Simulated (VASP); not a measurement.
Runs of VASP 6.6.1 on Bi. The structure is that of space group Fm-3m (No. 225), or close to it. The cells are those of the table. 

```tsv
cell	gap on the mesh (eV)	pressure (GPa)
a = 3.658 Å, angles 60.0°, 1 atom	none	-0.1
a = 3.799 Å, angles 60.0°, 1 atom	none	-3.6
a = 3.753 Å, angles 60.0°, 1 atom	none	(a)
a = 3.608 Å, angles 60.0°, 1 atom	none	1.7
```

Alike in all rows: task single point; level BLYP; potentials or basis VASP PAW PBE potentials, release 64 (Bi_d); no spin polarisation; k mesh 12 × 12 × 12; cutoff (eV) 520; smearing fermi-dirac 0.1 eV.

**Question.** Fill in the values left out.

**Answer.** (a) -2.7.

Caveats: the PAW data sets were made with another functional, which shifts forces and pressure a little; spin-orbit coupling is left out, which moves the levels of the heavy elements.

A k mesh can miss the band edges, and the runs leave out spin-orbit coupling on Bi.

A gap of «none» marks levels without a gap at the run's occupations.
